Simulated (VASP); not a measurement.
Write the native input for VASP 6.6.1 that does the following.

```
Task                   : single point
Functional             : PBE
Potentials or basis    : VASP PAW PBE potentials, release 64 (Al)
Cutoff                 : 500 eV
k mesh                 : 9 × 9 × 16
Occupations            : gaussian, width 0.1 eV
Spin                   : no spin polarisation
Dipole correction      : no
Further INCAR settings : ALGO = Normal; EDIFF = 1e-06; NBANDS = 10
```

The structure of Al lies in POSCAR:

```
Al
1.0
    3.8926812053      0.0000000000      0.0137613515
    0.0000000000      3.8927055297      0.0000000000
   -1.9388675173      0.0000000000      2.1205852267
Al
2
Direct
    0.0000000000      0.0000000000      0.0000000000
    0.5000000000      0.5000000000      0.0000000000
```

These files were run (other wordings do the same):

INCAR

```
SYSTEM = Al
PREC = Accurate
ENCUT = 500
EDIFF = 1E-6
ISMEAR = 0
SIGMA = 0.1
LREAL = .False.
LASPH = .True.
NELM = 120
ALGO = Normal
ISIF = 2
LWAVE = .False.
LCHARG = .True.
GGA = PE
LELF = .True.
LVHAR = .True.
NBANDS = 10
GGA_COMPAT = .False.
```

KPOINTS

```
regular mesh
0
Gamma
  9 9 16
  0 0 0
```

Potentials or basis: VASP PAW PBE potentials, release 64 (Al).

Run with:

```bash
$ cat potpaw_PBE.64/Al/POTCAR > POTCAR
$ mpirun -np 1 vasp_std > vasp.out
```

It gave:

```json
{
 "Pressure": "2.5 GPa",
 "Band gap on the k mesh": "zero (bands 3 and 4 overlap by 10.40 eV)"
}
```

Run time: 58 s on 1 thread of Intel Xeon 8259CL, with other jobs on the host, peak memory 0.21 GiB.
